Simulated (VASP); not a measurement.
# TaN (P6_3mc) in VASP: notebook

TaN is run at these levels: PBE; tasks: single point.

Program: VASP 6.6.1. These are calculated values, not measurements. Logs are shortened: lines on timing, memory, paths and dates and some standing lists are left out, and cuts for length are marked.

## 1. The cell of the first run

It takes space group P6_3mc (No. 186, hexagonal). Conventional cell: a = 3.050 Å, b = 3.050 Å, c = 4.940 Å, α = 90.00°, β = 90.00°, γ = 120.00°. Ta (site symmetry 3m) has 4 N at 1.85 to 1.90 Å within 2.5 Å. N (site symmetry 3m) has 4 Ta at 1.85 to 1.90 Å within 2.5 Å.

## 2. Single point, PBE

Contents of INCAR:

```
SYSTEM = TaN
PREC = Accurate
ENCUT = 520
EDIFF = 1E-6
ISMEAR = 0
SIGMA = 0.05
LREAL = .False.
LASPH = .True.
NELM = 60
ALGO = Normal
ISIF = 2
LWAVE = .False.
LCHARG = .False.
GGA = PE
NBANDS = 24
```

Contents of KPOINTS:

```
Automatic mesh
0
Gamma
  8 8 4
  0 0 0
```

Contents of POSCAR:

```
TaN
1.0
    3.0500010905      0.0000000000      0.0000000000
   -1.5250005453      2.6413784260      0.0000000000
    0.0000000000      0.0000000000      4.9400000000
Ta N
2 2
Direct
    0.3333333333      0.6666666667      0.0000000000
    0.6666666667      0.3333333333      0.5000000000
    0.3333333333      0.6666666667      0.3850000000
    0.6666666667      0.3333333333      0.8850000000
```

Potentials or basis: VASP PAW PBE potentials, release 64 (Ta_pv, N).

The run is started by

```sh
> cat potpaw_PBE.64/Ta_pv/POTCAR potpaw_PBE.64/N/POTCAR > POTCAR
> mpirun -np 1 vasp_std > vasp.out
```

OUTCAR:

```text
SYSTEM = TaN
   PREC = Accurate
   ENCUT = 520
   EDIFF = 1E-6
   ISMEAR = 0
   LREAL = .False.
   LASPH = .True.
   NELM = 60
   ISIF = 2
   GGA = PE

 ion  position               nearest neighbor table
   1  0.333  0.667  0.000-   4 1.85   4 1.85   4 1.85   3 1.90   2 3.03   2 3.03   2 3.03   2 3.03
                             2 3.03   2 3.03
   2  0.667  0.333  0.500-   3 1.85   3 1.85   3 1.85   4 1.90   1 3.03   1 3.03   1 3.03   1 3.03
                             1 3.03   1 3.03
   3  0.333  0.667  0.385-   2 1.85   2 1.85   2 1.85   1 1.90
   4  0.667  0.333  0.885-   1 1.85   1 1.85   1 1.85   2 1.90

  LATTYP: Found a hexagonal cell.
 ALAT       =     3.0500010905
 C/A-ratio  =     1.6196715520

  Lattice vectors:

 A1 = (   3.0500010905,   0.0000000000,   0.0000000000)
 A2 = (  -1.5250005453,   2.6413784260,   0.0000000000)
 A3 = (   0.0000000000,   0.0000000000,   4.9400000000)

Analysis of symmetry for initial positions (statically):
=====================================================================
 Subroutine PRICEL returns:
 Original cell was already a primitive cell.

 Routine SETGRP: Setting up the symmetry group for a
 hexagonal supercell.

 Subroutine GETGRP returns: Found 12 space group operations
 (whereof  6 operations were pure point group operations)
 out of a pool of 24 trial point group operations.

The static configuration has the point symmetry C_3v.
 The point group associated with its full space group is C_6v.

Analysis of symmetry for dynamics (positions and initial velocities):
=====================================================================
 Subroutine PRICEL returns:
 Original cell was already a primitive cell.

 Routine SETGRP: Setting up the symmetry group for a
 hexagonal supercell.

 Subroutine GETGRP returns: Found 12 space group operations
 (whereof  6 operations were pure point group operations)
 out of a pool of 24 trial point group operations.

The dynamic configuration has the point symmetry C_3v.
 The point group associated with its full space group is C_6v.

 Subroutine INISYM returns: Found 12 space group operations
 (whereof  6 operations are pure point group operations),
 and found     1 'primitive' translations

----------------------------------------------------------------------------------------

                                     Primitive cell

  volume of cell :      39.7977

  direct lattice vectors                    reciprocal lattice vectors
     3.050001090  0.000000000  0.000000000     0.327868735  0.189295103  0.000000000
    -1.525000545  2.641378426  0.000000000     0.000000000  0.378590205  0.000000000
     0.000000000  0.000000000  4.940000000     0.000000000  0.000000000  0.202429150

  length of vectors
     3.050001090  3.050001091  4.940000000     0.378590205  0.378590205  0.202429150

  position of ions in fractional coordinates (direct lattice)
     0.333333333  0.666666667  0.000000000
     0.666666667  0.333333333  0.500000000
     0.333333333  0.666666667  0.385000000
     0.666666667  0.333333333  0.885000000

  ion indices of the primitive-cell ions
   primitive index   ion index
                 1           1
                 2           2
                 3           3
                 4           4

----------------------------------------------------------------------------------------

 KPOINTS: Automatic mesh

Automatic generation of k-mesh.
 Grid dimensions read from file:
 generate k-points for:    8    8    4

 Generating k-lattice:

  Cartesian coordinates                     Fractional coordinates (reciprocal lattice)
     0.040983592  0.023661888  0.000000000     0.125000000  0.000000000  0.000000000
     0.000000000  0.047323776  0.000000000     0.000000000  0.125000000  0.000000000
     0.000000000  0.000000000  0.050607287     0.000000000  0.000000000  0.250000000

  Length of vectors
     0.047323776  0.047323776  0.050607287

  Shift w.r.t. Gamma in fractional coordinates (k-lattice)
     0.000000000  0.000000000  0.000000000

 Subroutine IBZKPT returns following result:
 ===========================================

 Found     30 irreducible k-points:

 Following reciprocal coordinates:
            Coordinates               Weight
  0.000000  0.000000  0.000000      1.000000
  0.125000  0.000000  0.000000      6.000000
  0.250000  0.000000  0.000000      6.000000
  0.375000 -0.000000  0.000000      6.000000
  0.500000  0.000000  0.000000      3.000000
  0.125000  0.125000  0.000000      6.000000
[... 16 lines left out ...]
  0.250000  0.000000  0.500000      6.000000
  0.375000 -0.000000  0.500000      6.000000
 [... further k-points ...]
   k-points           NKPTS =     30   k-points in BZ     NKDIM =     30   number of bands    NBANDS=     24
   number of dos      NEDOS =    301   number of ions     NIONS =      4
   total plane-waves  NPLWV =  23040
   dimension x,y,z NGX =    24 NGY =   24 NGZ =   40
   dimension x,y,z NGXF=    48 NGYF=   48 NGZF=   80
   ions per type =               2   2
   NGX,Y,Z   is equivalent  to a cutoff of  13.08, 13.08, 13.46 a.u.
   NGXF,Y,Z  is equivalent  to a cutoff of  26.16, 26.16, 26.92 a.u.
 SYSTEM =  TaN
   PREC   = accura    normal or accurate (medium, high low for compatibility)
   ISTART =      0    job   : 0-new  1-cont  2-samecut
   ICHARG =      2    charge: 1-file 2-atom 10-const
   ISPIN  =      1    spin polarized calculation?
   LNONCOLLINEAR =      F non collinear calculations
   LSORBIT =      F    spin-orbit coupling
   LASPH  =      T    aspherical Exc in radial PAW
   ENCUT  =  520.0 eV  38.22 Ry    6.18 a.u.   5.67  5.67  9.19*2*pi/ulx,y,z
   NELM   =     60;   NELMIN=  2; NELMDL= -5     # of ELM steps
   EDIFF  = 0.1E-05   stopping-criterion for ELM
   LREAL  =      F    real-space projection
   EDIFFG = 0.1E-04   stopping-criterion for IOM
   NSW    =      0    number of steps for IOM
   IBRION =     -1    ionic relax: 0-MD 1-quasi-New 2-CG
   NFREE  =      0    steps in history (QN), initial steepest desc. (CG)
   ISIF   =      2    stress and relaxation
   ISYM   =      2    0-nonsym 1-usesym 2-fastsym
   POTIM  = 0.5000    time-step for ionic-motion
   TEBEG  =    0.0;   TEEND  =   0.0 temperature during run
   PSTRESS=    0.0 pullay stress
   NELECT =      32.0000    total number of electrons
   NUPDOWN=      -1.0000    fix difference up-down
   EMIN   =  10.00;   EMAX   =-10.00  energy-range for DOS
   EFERMI =   0.00;   METHOD = LEGACY
   ISMEAR =     0;   SIGMA  =   0.05  broadening in eV -4-tet -1-fermi 0-gaus
   EFERMI_NEDOS =   21; number of points for ismear=-14 and -15
   IALGO  =     38    algorithm
   IMIX   =      4    mixing-type and parameters
     AMIX     =   0.40;   BMIX     =  1.00
     AMIX_MAG =   1.60;   BMIX_MAG =  1.00
  volume/ion in A,a.u.               =       9.95        67.14
  Fermi-wavevector in a.u.,A,eV,Ry     =   1.522319  2.876766 31.530886  2.317455
  Thomas-Fermi vector in A             =   2.630914
   LORBIT       =      0    0 simple, 1 ext, 2 COOP (PROOUT), +10 PAW based schemes
   GGA     = PE    functional components
   LHFCALC =     F    Hartree Fock is set to
   AEXX    =    0.0000 exact exchange contribution
   IVDW    =     0    specifies the selected vdW correction
   LEPSILON=     F    determine dielectric tensor
   LRPA    =     F    only Hartree local field effects (RPA)
 non-spin polarized calculation
 Gauss-broadening in eV      SIGMA  =   0.05
  energy-cutoff  :      520.00
  volume of cell :       39.80
 maximum number of plane-waves:      1087
 NGX is ok and might be reduce to    24
   NGX = 11   NGY = 11   NGZ = 19

 number of electron      32.0000000 magnetization

 Free energy of the ion-electron system (eV)
  ---------------------------------------------------
  ext. energy  EPLUGINS =         0.00000000
  ---------------------------------------------------
  free energy    TOTEN  =       -37.64012849 eV

  energy without entropy =      -37.63817580  energy(sigma->0) =      -37.63915214

 E-fermi :   9.6741     XC(G=0): -13.5447

 val. band max:        9.6380711443   @ k =   0.3750   0.2500   0.2500
 cond. band min:       9.6978870726   @ k =   0.3750   0.1250   0.0000
 fundamental gap:      0.0598159283
 Fermi energy:         9.6741194611

 k-point     1 :       0.0000    0.0000    0.0000
  band No.  band energies     occupation
      1     -26.3440      2.00000
      2     -25.2214      2.00000
      3     -25.2214      2.00000
      4     -25.0301      2.00000
      5     -25.0301      2.00000
      6     -24.9891      2.00000
[... 16 lines left out ...]
     23      16.4687      0.00000
     24      16.4687      0.00000

 k-point     2 :       0.1250    0.0000    0.0000
  band No.  band energies     occupation
      1     -26.2893      2.00000
      2     -25.3778      2.00000
      3     -25.2667      2.00000
      4     -25.2084      2.00000
      5     -25.0561      2.00000
      6     -25.0153      2.00000
[... 16 lines left out ...]
     23      16.4683      0.00000
     24      17.1745      0.00000

 k-point     3 :       0.2500    0.0000    0.0000
  band No.  band energies     occupation
      1     -26.1616      2.00000
      2     -25.7257      2.00000
      3     -25.6033      2.00000
      4     -25.3715      2.00000
      5     -25.1215      2.00000
      6     -25.0948      2.00000
[... 16 lines left out ...]
     23      17.1286      0.00000
     24      17.8512      0.00000
[... 514 lines left out ...]
 k-point    23 :       0.2500    0.0000    0.5000
  band No.  band energies     occupation
      1     -25.9620      2.00000
      2     -25.9620      2.00000
      3     -25.3412      2.00000
      4     -25.3412      2.00000
      5     -25.2479      2.00000
      6     -25.2479      2.00000
[... 16 lines left out ...]
     23      17.8046      0.00000
     24      17.8048      0.00000

 k-point    24 :       0.3750   -0.0000    0.5000
  band No.  band energies     occupation
      1     -26.2541      2.00000
      2     -26.2541      2.00000
      3     -25.3479      2.00000
      4     -25.3479      2.00000
      5     -25.3319      2.00000
      6     -25.3319      2.00000
[... 16 lines left out ...]
     23      16.6922      0.00000
     24      16.6922      0.00000

 [... further k-points ...]

------------------------ aborting loop because EDIFF is reached ----------------------------------------

  FORCE on cell =-STRESS in cart. coord.  units (eV):
  Direction    XX          YY          ZZ          XY          YZ          ZX
  --------------------------------------------------------------------------------------
  -------------------------------------------------------------------------------------
  Total       37.0784979     37.0784979     30.4450028     -0.0000000      0.0000000      0.0000000
  in kB     1492.7089747   1492.7089747   1225.6572291     -0.0000000      0.0000000      0.0000000
  external PRESSURE =    1403.6917262 kB  Pullay stress =       0.0000000 kB

 VOLUME and BASIS-vectors are now :
 -----------------------------------------------------------------------------
  energy-cutoff  :      520.00
  volume of cell :       39.80
      direct lattice vectors                 reciprocal lattice vectors
     3.050001090  0.000000000  0.000000000     0.327868735  0.189295103  0.000000000
    -1.525000545  2.641378426  0.000000000     0.000000000  0.378590205  0.000000000
     0.000000000  0.000000000  4.940000000     0.000000000  0.000000000  0.202429150

 POSITION                                       TOTAL-FORCE (eV/Angst)
 -----------------------------------------------------------------------------------
     -0.00000      1.76092      0.00000         0.000000      0.000000      2.330247
      1.52500      0.88046      2.47000        -0.000000      0.000000      2.330247
     -0.00000      1.76092      1.90190         0.000000     -0.000000     -2.330247
      1.52500      0.88046      4.37190        -0.000000      0.000000     -2.330247
 -----------------------------------------------------------------------------------
    total drift:                               -0.000000      0.000000      0.001762

  FREE ENERGIE OF THE ION-ELECTRON SYSTEM (eV)
  ---------------------------------------------------
  free  energy   TOTEN  =       -37.6401284904 eV

  energy  without entropy=      -37.6381757951  energy(sigma->0) =      -37.63915214
```

Wall time 9.7 s (1 thread of Intel Xeon 6975P-C (Granite Rapids), shared host); peak memory 0.17 GiB.

Results:

- Free energy: -37.6401 eV
- Pressure: 140.4 GPa
- Largest force: 2.330 eV/Å
- Band gap on the k mesh: zero (band 16 reaches 11.00 eV, above the bottom of band 17 at 8.40 eV)

Forces in eV/Å, atoms in the order of the input:
```
Ta   0.000  0.000  2.330
Ta   0.000  0.000  2.330
N    0.000  0.000 -2.330
N    0.000  0.000 -2.330
```

Stress tensor (GPa, compression positive):
```
149.27   0.00   0.00
  0.00 149.27   0.00
  0.00   0.00 122.57
```

Caveat: spin-orbit coupling is left out, which moves the levels of the heavy elements; forces of over 1 eV/Å act on the atoms, so gaps and moduli don't describe the material at rest.

## 3. Single point, PBE

Contents of INCAR:

```
  PREC = Accurate
  ENCUT = 520
  EDIFF = 1E-7
  ISMEAR = 0
  SIGMA = 0.1
  LREAL = False
  LASPH = True
  NELM = 100
  ALGO = Normal
  ISIF = 2
  LWAVE = False
  LCHARG = True
  GGA = PE
  LELF = True
  LVHAR = True
  NBANDS = 24
```

Contents of KPOINTS:

```
regular mesh
0
Gamma
  8 8 4
```

POSCAR is that of step 2.

Potentials or basis: VASP PAW PBE potentials, release 64 (Ta_pv, N).

The run is started by

```sh
> cat potpaw_PBE.64/Ta_pv/POTCAR potpaw_PBE.64/N/POTCAR > POTCAR
> mpirun -np 1 vasp_std > vasp.out
```

Run time: 11 s. Hardware: 1 thread of Intel Xeon 6975P-C (Granite Rapids), shared host; peak memory 0.17 GiB.

It converged, with:

```
Free energy            : -37.6428 eV
Pressure               : 140.4 GPa
Largest force          : 2.296 eV/Å
Band gap on the k mesh : zero (band 16 reaches 10.99 eV, above the bottom of band 17 at 8.39 eV)
```

Forces on the atoms (eV/Å):
```
Ta   0.000  0.000  2.296
Ta   0.000  0.000  2.296
N    0.000  0.000 -2.296
N    0.000  0.000 -2.296
```

Stress tensor (GPa, compression positive):
```
149.43   0.00   0.00
  0.00 149.43   0.00
  0.00   0.00 122.37
```

Levels at points of the mesh, in eV from the Fermi level:
```csv
k point,band 14,band 15,band 16,band 17,band 18,band 19
"(0.00, 0.00, 0.00)",-7.47,-0.73,-0.73,-0.25,2.24,2.77
"(0.50, 0.00, 0.00)",-5.13,-2.35,-0.95,0.54,1.53,2.13
"(0.00, 0.00, 0.50)",-8.37,1.31,1.31,1.31,1.31,1.97
"(0.50, 0.00, 0.50)",-6.42,-0.37,-0.37,2.25,2.25,2.37
```

Caveat: spin-orbit coupling is left out, which moves the levels of the heavy elements; forces of over 1 eV/Å act on the atoms, so gaps and moduli don't describe the material at rest.

(Continued in part 2 of 2.)
